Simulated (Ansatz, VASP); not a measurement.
# Two plane-wave programs on I

File INCAR:

```
SYSTEM = I
PREC = Accurate ; ENCUT = 520
EDIFF = 1E-6 ; ISMEAR = 0
SIGMA = 0.1 ; LREAL = .FALSE.
LASPH = .TRUE. ; NELM = 100
ALGO = Normal ; ISIF = 2
LWAVE = .FALSE. ; LCHARG = .FALSE.
GGA = PE ; NBANDS = 18
```

File KPOINTS:

```
Automatic mesh
0
G
  8 8 8
  0 0 0
```

POSCAR

```
I
1.0
    5.1285094589      0.0000000000      0.0000000000
    0.0000000000      5.1285094589      0.0000000000
    0.0000000000      0.0000000000      5.1285094589
I
3
Direct
    0.5000000000      0.0000000000      0.0000000000
    0.0000000000      0.5000000000      0.0000000000
    0.0000000000      0.0000000000      0.5000000000
```

Input for Ansatz:

```yaml
crystal:
  lattice:
    - [5.1285094589, 0.0, 0.0]
    - [0.0, 5.1285094589, 0.0]
    - [0.0, 0.0, 5.1285094589]
  atoms:
    - { symbol: I, position: [0.5, 0.0, 0.0] }
    - { symbol: I, position: [0.0, 0.5, 0.0] }
    - { symbol: I, position: [0.0, 0.0, 0.5] }
basis:
  ecutwfc: 420
kpoints:
  mp_grid: { grid: [8, 8, 8] }
hamiltonian:
  xc: pbe
scf:
  occupations: { method: gaussian, width: 0.1 }
output:
  forces: true
  stress: true
  eigenvalues: true
```

Alike in both runs: task single point; functional PBE; k mesh 8 × 8 × 8; occupations gaussian, width 0.1 eV; no spin polarisation.

```csv
,VASP,Ansatz
version,VASP 6.6.1,Ansatz 0.2.0
potentials or method,"VASP PAW PBE potentials, release 64 (I), cutoff 520 eV","scalar-relativistic, plane waves, PAW"
valence electrons in the cell,21,51
```

```csv
,VASP,Ansatz,Ansatz less VASP
gap on the k mesh at the Fermi level (eV),none,none,-
pressure (GPa),-0.8,-0.8,+0.02
```

A gap of «none» marks a metal or a gap that the smearing closes. VASP's potentials hold 21 valence electrons a cell and Ansatz's 51, so a difference there can come from the potentials and not from the codes.

Spin-orbit coupling is off throughout.
